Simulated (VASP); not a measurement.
Write the native input for VASP 6.6.1 that does the following.

```yaml
Task: single point
Functional: PBE
Potentials_or_basis: VASP PAW PBE potentials, release 64 (Ti_sv)
Cutoff: 520 eV
k_mesh: 15 × 15 × 15
Occupations: fermi-dirac, width 0.05 eV
Spin: no spin polarisation
Dipole_correction: no
Further_INCAR_settings: ALGO = Normal; EDIFF = 1e-07; NBANDS = 12
```

The structure of Ti lies in POSCAR:

```
Ti
1.0
    0.0000000000      2.0025642044      2.0025642044
    2.0025642044      0.0000000000      2.0025642044
    2.0025642044      2.0025642044      0.0000000000
Ti
1
Direct
    0.0000000000      0.0000000000      0.0000000000
```

This cell differs from its parent crystal: volume scaled by 0.96.

These files were run (other wordings do the same):

INCAR

```
PREC     = Accurate       # precision mode
ENCUT    = 520            # plane-wave cutoff, eV
EDIFF    = 1E-7           # SCF threshold, eV
ISMEAR   = -1             # smearing method
SIGMA    = 0.05           # smearing width, eV
LREAL    = False          # projectors in reciprocal space
LASPH    = True           # aspherical terms in the spheres
NELM     = 100            # most SCF steps
ALGO     = Normal         # electronic algorithm
ISIF     = 2              # what is computed and relaxed
LWAVE    = False          # write WAVECAR
LCHARG   = False          # write CHGCAR
GGA      = PE             # functional
NBANDS   = 12             # bands
```

KPOINTS

```
Automatic mesh
0
Gamma
  15 15 15
```

Potentials or basis: VASP PAW PBE potentials, release 64 (Ti_sv).

Launch:

```bash
$ cat potpaw_PBE.64/Ti_sv/POTCAR > POTCAR
$ mpirun -np 1 vasp_std > vasp.out
```

It gave:

```json
{
  "Pressure": "9.4 GPa",
  "Band gap on the k mesh": "zero (band 6 reaches 10.00 eV, above the bottom of band 7 at 8.76 eV)"
}
```

Run time: 11 s on 1 thread of Intel(R) Xeon(R) Platinum 8488C (Sapphire Rapids) (shared host), peak memory 0.15 GiB.
